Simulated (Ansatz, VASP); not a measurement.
## N: VASP beside Ansatz

File POSCAR:

```
N
1.0
    3.6290016496      0.0000000000      0.0000000000
   -1.8145008248      3.1428076190      0.0000000000
    0.0000000000      0.0000000000      5.8900000000
N
2
Direct
    0.3025988455      0.6441674600      0.2160441426
    0.6666666667      0.3333333333      0.7500000000
```

File INCAR.step1:

```
ALGO = Normal ; EDIFF = 1E-4
ENCUT = 520 ; GGA = PE
ISMEAR = 0 ; ISPIN = 2
LASPH = T ; LCHARG = F
LREAL = F ; LWAVE = T
MAGMOM = 3.2 3.2 ; NBANDS = 16
NELM = 150 ; PREC = Accurate
SIGMA = 0.05
```

INCAR.step2

```
ALGO = Normal ; EDIFF = 1E-6
ENCUT = 520 ; ISIF = 2
ISMEAR = 0 ; ISPIN = 2
ISTART = 1 ; LASPH = T
LCHARG = F ; LMIXTAU = T
LORBIT = 11 ; LREAL = F
LWAVE = F ; MAGMOM = 3.2 3.2
METAGGA = R2SCAN ; NBANDS = 16
NELM = 150 ; PREC = Accurate
SIGMA = 0.05
```

The input KPOINTS:

```
k-points
0
Gamma
  6 6 4
```

Input for Ansatz:

```yaml
crystal:
  lattice:
    - [3.6290016496, 0.0, 0.0]
    - [-1.8145008248, 3.142807619, 0.0]
    - [0.0, 0.0, 5.89]
  atoms:
    - { symbol: "N", position: [0.3025988455, 0.64416746, 0.2160441426], spin: 3.2 }
    - { symbol: "N", position: [0.6666666667, 0.3333333333, 0.75], spin: 3.2 }
basis:
  ecutwfc: 500
kpoints:
  mp_grid: { grid: [6, 6, 4] }
hamiltonian:
  xc: r2scan
scf:
  occupations: { method: gaussian, width: 0.05 }
output:
  forces: true
  stress: true
  eigenvalues: true
  populations: true
magnetization:
  spin_polarized: true
```

Alike in both runs: task single point; functional r2SCAN; k mesh 6 × 6 × 4; occupations gaussian, width 0.05 eV; collinear spin.

```csv
,VASP,Ansatz
version,VASP 6.6.1,Ansatz 0.2.0
potentials or method,"VASP PAW PBE potentials, release 64 (N), cutoff 520 eV","scalar-relativistic, plane waves, PAW"
valence electrons in the cell,10,10
```

|  | VASP | Ansatz | Ansatz less VASP |
| --- | --- | --- | --- |
| gap on the k mesh at the Fermi level (eV) | 3.92 | 3.91 | -0.003 |
| least direct gap on the mesh (eV) | 3.92 | 3.91 | -0.003 |
| pressure (GPa) | 0.2 | 0.4 | +0.15 |
| rms of the force components (eV/Å) | 0.028 | 0.028 | -0.0005 |
| net moment per atom (μB) | 3.00 | 3.00 | 0.000 |
| size of the moment on the site where the two differ most (μB) | 1.99 | 2.87 | +0.880 |

VASP's potentials were made for PBE, not for r2SCAN. Site moments also hang on the region over which each program counts them. Atom by atom the forces differ by 0.001 eV/Å (rms over components). Ansatz's warnings: stability check not made.
